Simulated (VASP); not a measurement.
A run of VASP 6.6.1 is set up as follows.

File INCAR:

```
PREC     = Accurate       # precision mode
ENCUT    = 600            # plane-wave cutoff, eV
EDIFF    = 1E-6           # SCF threshold, eV
ISMEAR   = -1             # smearing method
SIGMA    = 0.02           # smearing width, eV
LREAL    = F              # projectors in reciprocal space
LASPH    = T              # aspherical terms in the spheres
NELM     = 100            # most SCF steps
ALGO     = Normal         # electronic algorithm
ISIF     = 3              # what is computed and relaxed
LWAVE    = F              # write WAVECAR
LCHARG   = F              # write CHGCAR
IBRION   = 2              # ionic algorithm
NSW      = 80             # ionic steps
EDIFFG   = -0.005         # ionic threshold
```

Contents of KPOINTS:

```
Automatic mesh
0
Gamma
  6 6 4
```

File POSCAR:

```
LaAgS2
1.0
    4.1310653084      0.0000000000      0.0000000000
    0.0000000000      4.1310653084      0.0000000000
    0.0000000000      0.0000000000      5.6135202690
Ag S La
1 2 1
Direct
    0.0000000000      0.0000000000      0.0000000000
    0.0000000000      0.0000000000      0.5000000000
    0.5000000000      0.5000000000      0.0000000000
    0.5000000000      0.5000000000      0.5000000000
```

Potentials or basis: VASP PAW LDA potentials, release 64 (Ag, S, La).

Command:

```bash
$ cat potpaw_LDA.64/Ag/POTCAR potpaw_LDA.64/S/POTCAR potpaw_LDA.64/La/POTCAR > POTCAR
$ mpirun -np 1 vasp_std > vasp.out
```

(1) Estimate the relaxed volume.

(2) What does it give for the relaxed cell?

(3) Predict the space group after relaxing (to 0.1 Å).

(4) Estimate the band gap on the k mesh.

Results:

(1) 22.15 Å³/atom.

(2) a = 4.014 Å, b = 4.014 Å, c = 5.497 Å, α = 90.00°, β = 90.00°, γ = 90.00°.

(3) P4/mmm (No. 123).

(4) zero (bands 17 and 18 overlap by 0.67 eV).

Caveat: spin-orbit coupling is left out, which moves the levels of the heavy elements.
